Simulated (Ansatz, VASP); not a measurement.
# Two plane-wave programs on MoS2

INCAR

```
SYSTEM = MoS2
  PREC = Accurate
  ENCUT = 500
  EDIFF = 1E-6
  ISMEAR = 0
  SIGMA = 0.05
  LREAL = .False.
  LASPH = .True.
  NELM = 120
  ALGO = Normal
  ISIF = 2
  LWAVE = .False.
  LCHARG = .True.
  GGA = PE
  IVDW = 12
  LELF = .True.
  LVHAR = .True.
  NBANDS = 20
  GGA_COMPAT = .False.
```

File KPOINTS:

```
regular mesh
0
Gamma
  12 12 6
  0 0 0
```

File POSCAR:

```
MoS2
1.0
    3.0938146130      0.0000000000      0.0000000000
   -1.5469073065      2.6793220494      0.0000000000
    0.0000000000      0.0000000000      6.8859031842
Mo S
1 2
Direct
    0.0000000000      0.0000000000      0.0000000000
    0.3333333333      0.6666666667      0.2357940733
    0.3333333333      0.6666666667      0.7642059267
```

Input for Ansatz:

```yaml
crystal:
  lattice:
    - [3.093814613, 0.0, 0.0]
    - [-1.5469073065, 2.6793220494, 0.0]
    - [0.0, 0.0, 6.8859031842]
  atoms:
    - { symbol: Mo, position: [0.0, 0.0, 0.0] }
    - { symbol: S, position: [0.3333333333, 0.6666666667, 0.2357940733] }
    - { symbol: S, position: [0.3333333333, 0.6666666667, 0.7642059267] }
basis:
  ecutwfc: 420
kpoints:
  mp_grid: { grid: [12, 12, 6] }
hamiltonian:
  xc: pbe
  dispersion: d3bj
scf:
  occupations: { method: gaussian, width: 0.05 }
output:
  forces: true
  stress: true
  eigenvalues: true
  write_density: true
  write_potential: true
  elf: true
  volumetric_format: npy
```

Alike in both runs: task single point; functional PBE; dispersion D3(BJ); k mesh 12 × 12 × 6; occupations gaussian, width 0.05 eV; no spin polarisation.

|  | VASP | Ansatz |
| --- | --- | --- |
| version | VASP 6.6.1 | Ansatz 0.2.0 |
| potentials or method | VASP PAW PBE potentials, release 64 (Mo_sv, S), cutoff 500 eV | scalar-relativistic, plane waves, PAW |
| valence electrons in the cell | 26 | 26 |

|  | VASP | Ansatz | Ansatz less VASP |
| --- | --- | --- | --- |
| gap on the k mesh at the Fermi level (eV) | 1.37 | 1.37 | 0.000 |
| least direct gap on the mesh (eV) | 2.05 | 2.04 | -0.004 |
| pressure (GPa) | -0.6 | -0.5 | +0.12 |
| traceless stress, the component that is largest in VASP (GPa) | -6.27 | -6.23 | +0.048 |
| rms of the force components (eV/Å) | 0.309 | 0.304 | -0.0052 |

Atom by atom the forces differ by 0.005 eV/Å (rms over components).
